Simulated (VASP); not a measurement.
## BN: single point with PBE

Crystal: BN.

```xyz
4
Lattice="2.5546 0.0000 0.0000 -1.2773 2.2123 0.0000 0.0000 0.0000 4.2245" Properties=species:S:1:pos:R:3 pbc="T T T"
B     1.2913    0.7374    4.2237
B    -0.0140    1.4749    2.1114
N     1.2623    0.7374    2.6411
N     0.0150    1.4749    0.5289
```

This cell differs from its parent crystal: mode 4 (471.6 1/cm) frozen in, largest displacement +0.015 Å.

```json
{
 "Program": "VASP 6.6.1",
 "Task": "single point",
 "Functional": "PBE",
 "Potentials or basis": "VASP PAW PBE potentials, release 64 (B, N)",
 "Cutoff": "520 eV",
 "k mesh": "12 × 12 × 6",
 "Occupations": "gaussian, width 0.05 eV",
 "Spin": "no spin polarisation"
}
```

- Pressure: 0.2 GPa
- Largest force: 0.172 eV/Å
- Band gap on the k mesh: 5.19 eV, indirect (least direct gap 8.23 eV)

Forces in eV/Å, atoms in the order of the input:
```
B   -0.124 -0.001 -0.001
B    0.124  0.001 -0.001
N    0.172 -0.001  0.001
N   -0.172  0.001  0.001
```

Stress tensor (GPa, compression positive):
```
 0.18 -0.50  0.00
-0.50  0.24  0.00
 0.00  0.00  0.22
```

Levels at points of the mesh, in eV from the valence-band top:
| k point | band 5 | band 6 | band 7 | band 8 | band 9 | band 10 | band 11 | band 12 |
| --- | --- | --- | --- | --- | --- | --- | --- | --- |
| (0.00, 0.00, 0.00) | -2.10 | -0.28 | -0.04 | 0.00 | 8.26 | 8.36 | 8.53 | 9.40 |
| (0.50, 0.00, 0.00) | -6.93 | -4.96 | -4.31 | -2.11 | 6.67 | 7.75 | 10.54 | 11.35 |
| (0.00, 0.50, 0.00) | -6.87 | -4.95 | -4.38 | -2.11 | 6.66 | 7.92 | 10.53 | 11.36 |
| (0.50, 0.50, 0.00) | -6.81 | -4.95 | -4.45 | -2.11 | 6.64 | 8.09 | 10.54 | 11.39 |
| (0.00, 0.00, 0.50) | -1.19 | -1.19 | -1.18 | -1.18 | 9.37 | 9.37 | 9.85 | 9.85 |
| (0.50, 0.00, 0.50) | -3.76 | -3.76 | -3.57 | -3.57 | 6.52 | 6.52 | 10.01 | 10.01 |
| (0.00, 0.50, 0.50) | -3.77 | -3.77 | -3.53 | -3.53 | 6.54 | 6.54 | 9.95 | 9.95 |
| (0.50, 0.50, 0.50) | -3.75 | -3.75 | -3.52 | -3.52 | 6.56 | 6.56 | 9.89 | 9.89 |

Run time: 43 s on 1 thread of Intel(R) Xeon(R) 6975P-C (Granite Rapids), on a shared host, peak memory 0.2 GiB.

Caveat: the cell differs from its parent crystal (mode 4 (471.6 1/cm) frozen in, largest displacement +0.015 Å). A k mesh can miss the band edges.
